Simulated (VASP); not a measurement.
Input of a VASP 6.6.1 run:

POSCAR

```
Si
1.0
    0.0000000000      2.7130141353      2.7130141353
    2.7130141353      0.0000000000      2.7130141353
    2.7130141353      2.7130141353      0.0000000000
Si
2
Direct
    0.2500000000      0.2500000000      0.2500000000
    0.0000000000      0.0000000000      0.0000000000
```

Contents of INCAR.step1:

```
PREC = Accurate ; ENCUT = 520
ISMEAR = 0 ; SIGMA = 0.01
LREAL = F ; LASPH = T
NELM = 100 ; NBANDS = 11
GGA = PE ; ALGO = Normal
EDIFF = 1E-4 ; LWAVE = T
LCHARG = F
```

Contents of INCAR.step2:

```
PREC = Accurate ; ENCUT = 520
EDIFF = 1E-7 ; ISMEAR = 0
SIGMA = 0.01 ; LREAL = F
LASPH = T ; NELM = 100
ALGO = Normal ; ISIF = 2
LWAVE = F ; LCHARG = F
METAGGA = R2SCAN ; LMIXTAU = T
NBANDS = 11 ; ISTART = 1
```

Contents of KPOINTS:

```
Automatic mesh
0
Gamma
  8 8 8
```

Potentials or basis: VASP PAW PBE potentials, release 64 (Si).

Command:

```console
$ cat potpaw_PBE.64/Si/POTCAR > POTCAR
$ cp INCAR.step1 INCAR
$ mpirun -np 1 vasp_std > vasp.out
$ cp INCAR.step2 INCAR
$ mpirun -np 1 vasp_std > vasp.out
```

Predict the band gap on the k mesh.

0.81 eV, indirect (least direct gap 2.76 eV).

Estimate the pressure.

0.8 GPa.

Caveat: the PAW data sets were made with another functional, which shifts forces and pressure a little. r2SCAN opens gaps a little over a GGA but as a rule still falls short of measured ones.
